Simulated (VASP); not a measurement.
Si2Mo:

```
Mo Si
1.0
    -1.60000    1.60000    3.93050
     1.60000   -1.60000    3.93050
     1.60000    1.60000   -3.93050
Mo Si
1 2
Direct
  0.00000 0.00000 0.00000
  0.66700 0.66700 0.00000
  0.33300 0.33300 0.00000
```

* Program: VASP 6.6.1
* Task: relaxation of cell and atoms
* Functional: PBEsol
* Potentials or basis: VASP PAW PBE potentials, release 64 (Mo_sv, Si)
* Cutoff: 600 eV
* k mesh: 12 × 12 × 12
* Occupations: fermi-dirac, width 0.05 eV
* Spin: no spin polarisation

At the start: pressure -2.4 GPa; volume 13.42 Å³/atom.

Task: How do energy, volume and symmetry change on relaxing?

Result: Over 4 steps the energy falls by 2.8 meV/atom and the volume is 13.29 Å³/atom (-1.0 %); space group I4/mmm (No. 139, to 0.05 Å).

Step by step:
```tsv
step	energy change (eV)	largest force (eV/Å)	pressure (GPa)	volume (Å³)
1	0.0000	0.3223	-2.40	40.25
2	0.0029	0.0395	4.60	39.09
3	-0.0066	0.1663	0.68	39.71
4	-0.0084	0.0011	0.01	39.86
```

Final structure:
```cif
data_structure
_symmetry_space_group_name_H-M 'P 1'
_symmetry_Int_Tables_number 1
_cell_length_a 4.5160
_cell_length_b 4.5160
_cell_length_c 4.5160
_cell_angle_alpha 138.603
_cell_angle_beta 138.603
_cell_angle_gamma 59.980
_cell_volume 39.86
loop_
_atom_site_label
_atom_site_type_symbol
_atom_site_fract_x
_atom_site_fract_y
_atom_site_fract_z
_atom_site_occupancy
Mo1 Mo 0.00000 0.00000 0.00000 1
Si1 Si 0.66495 0.66495 0.00000 1
Si2 Si 0.33505 0.33505 0.00000 1
```

Caveat: the PAW data sets were made with another functional, which shifts forces and pressure a little.
